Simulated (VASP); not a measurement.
Crystal: Ni.

```
Ni
1.0
     2.23044    0.00000    0.00000
     0.00000    2.23044    0.00000
     0.00000    0.00000    2.23044
Ni
1
Cartesian
  0.0000 0.0000 0.0000
```

This isn't the form of Ni at room conditions, which is fcc.

| Property | Result |
| --- | --- |
| Program | VASP 6.6.1 |
| Task | relaxation of cell and atoms |
| Functional | PBEsol |
| Potentials or basis | VASP PAW PBE potentials, release 64 (Ni) |
| Cutoff | 600 eV |
| k mesh | 8 × 8 × 8 |
| Occupations | gaussian, width 0.1 eV |
| Spin | collinear spin, ferromagnetic start |
| Starting moments | [0.74] μB |

At the start: pressure 16.6 GPa; volume 11.10 Å³/atom.

**Question.** How do energy, volume and symmetry change on relaxing?

**Answer.** Over 3 steps the energy falls by 46.1 meV/atom and the volume is 12.07 Å³/atom (+8.8 %); space group Pm-3m (No. 221, to 0.1 Å) before and after; moment 0.70 μB per cell.

Step by step:
| step | energy change (eV) | largest force (eV/Å) | pressure (GPa) | volume (Å³) |
| --- | --- | --- | --- | --- |
| 1 | 0.0000 | 0.0000 | 16.58 | 11.10 |
| 2 | -0.0108 | 0.0000 | -10.70 | 13.04 |
| 3 | -0.0461 | 0.0000 | -0.13 | 12.07 |

Final structure:
```
Ni
1.0
     2.29394    0.00000    0.00000
     0.00000    2.29394    0.00000
     0.00000    0.00000    2.29394
Ni
1
Direct
  0.00000 0.00000 0.00000
```

Caveat: the PAW data sets were made with another functional, which shifts forces and pressure a little.
